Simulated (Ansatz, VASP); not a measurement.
LiBe16 in VASP and in Ansatz

```
Be Li
1.0
    -2.29000   -3.96640    0.00000
     3.43500   -1.98320    0.00000
     0.00000    0.00000    7.17686
Be Li
16 1
Cartesian
  -0.2760 -3.8589 -0.1196
  0.6276 -2.8368 1.4161
  -0.2048 -3.9159 3.6083
  -0.1649 -2.5939 5.3252
  -1.3556 -1.9047 0.1001
  2.4233 -2.9097 1.9665
  -1.4195 -1.9496 3.7444
  2.1587 -2.6322 5.3262
  1.0922 -1.8992 -0.2708
  0.8596 -0.8323 1.5719
  0.9330 -1.9808 3.3791
  0.9871 -0.6386 5.2785
  -0.1275 -0.0393 -0.1251
  2.3287 -4.9194 2.0308
  -0.0852 0.0300 3.5832
  0.9588 -4.6077 5.4044
  2.7753 -0.8697 1.7247
```

Alike in both runs: functional PBEsol; k mesh 3 × 3 × 2; occupations fermi-dirac, width 0.05 eV; no spin polarisation.

Ansatz relaxed the structure, and its values are those at the end. VASP's run is a single point on that final structure, the one shown.

|  | VASP | Ansatz |
| --- | --- | --- |
| version | VASP 6.6.1 | Ansatz 0.2.0 |
| potentials or method | VASP PAW PBE potentials, release 64 (Be, Li_sv), cutoff 520 eV | scalar-relativistic, plane waves, PAW |
| valence electrons in the cell | 35 | 35 |

Ansatz gave:

| Quantity | Value |
| --- | --- |
| rms of the force components (eV/Å) | 0.006 |

Task: Estimate VASP's values.

Result: rms of the force components (eV/Å): 0.008.

VASP's potentials were made for PBE, not for PBEsol. The functional is the same, so the differences come from potentials, cutoffs and numerics.

The k mesh is coarse, so the values compare programs but aren't converged. Noted on VASP's run: the cutoff is under 1.25 times that of the potentials, so the pressure is a little rough.
